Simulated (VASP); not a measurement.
Write the native input for VASP 6.6.1 that does the following.

```
Task                   : single point
Functional             : r2SCAN
Potentials or basis    : VASP PAW PBE potentials, release 64 (La, O)
Cutoff                 : 520 eV
k mesh                 : 6 × 6 × 4
Occupations            : fermi-dirac, width 0.02 eV
Spin                   : no spin polarisation
Dipole correction      : no
Further INCAR settings : ALGO = Normal; EDIFF = 1e-06; NBANDS = 28
```

La2O3:

```xyz
5
Lattice="3.9351 0.0000 0.0000 -1.9676 3.4079 0.0000 0.0000 0.0000 6.1262" Properties=species:S:1:pos:R:3 pbc="T T T"
La    1.9676    1.1360    4.6182
La    0.0000    2.2719    1.5080
O     1.9676    1.1360    2.1680
O     0.0000    2.2719    3.9582
O     0.0000    0.0000    0.0000
```

These files were run (other wordings do the same):

POSCAR

```
La2O3
1.0
    3.9351015413      0.0000000000      0.0000000000
   -1.9675507707      3.4078979012      0.0000000000
    0.0000000000      0.0000000000      6.1262271595
La O
2 3
Direct
    0.6666666667      0.3333333333      0.7538431652
    0.3333333333      0.6666666667      0.2461568348
    0.6666666667      0.3333333333      0.3538862902
    0.3333333333      0.6666666667      0.6461137098
    0.0000000000      0.0000000000      0.0000000000
```

INCAR.step1

```
SYSTEM = La2O3
ALGO = Normal ; EDIFF = 1E-4
ENCUT = 520 ; GGA = PE
ISMEAR = -1 ; LASPH = .True.
LCHARG = .False. ; LREAL = .False.
LWAVE = .True. ; NBANDS = 28
NELM = 60 ; PREC = Accurate
SIGMA = 0.02
```

INCAR.step2

```
SYSTEM = La2O3
ALGO = Normal ; EDIFF = 1E-6
ENCUT = 520 ; ISIF = 2
ISMEAR = -1 ; ISTART = 1
LASPH = .True. ; LCHARG = .False.
LMIXTAU = .True. ; LREAL = .False.
LWAVE = .False. ; METAGGA = R2SCAN
NBANDS = 28 ; NELM = 60
PREC = Accurate ; SIGMA = 0.02
```

KPOINTS

```
k-points
0
Gamma
  6 6 4
  0 0 0
```

Potentials or basis: VASP PAW PBE potentials, release 64 (La, O).

Command:

```bash
$ cat potpaw_PBE.64/La/POTCAR potpaw_PBE.64/O/POTCAR > POTCAR
$ cp INCAR.step1 INCAR
$ mpirun -np 1 vasp_std > vasp.out
$ cp INCAR.step2 INCAR
$ mpirun -np 1 vasp_std > vasp.out
```

It gave:

The pressure is -0.5 GPa and the largest force is 0.023 eV/Å. The band gap on the k mesh is 4.24 eV, indirect (least direct gap 4.36 eV).

Caveat: the PAW data sets were made with another functional, which shifts forces and pressure a little; spin-orbit coupling is left out, which moves the levels of the heavy elements.

Wall time 4.1 min on 1 thread of Intel(R) Xeon(R) Platinum 8488C (Sapphire Rapids), on a shared host, peak memory 0.24 GiB.
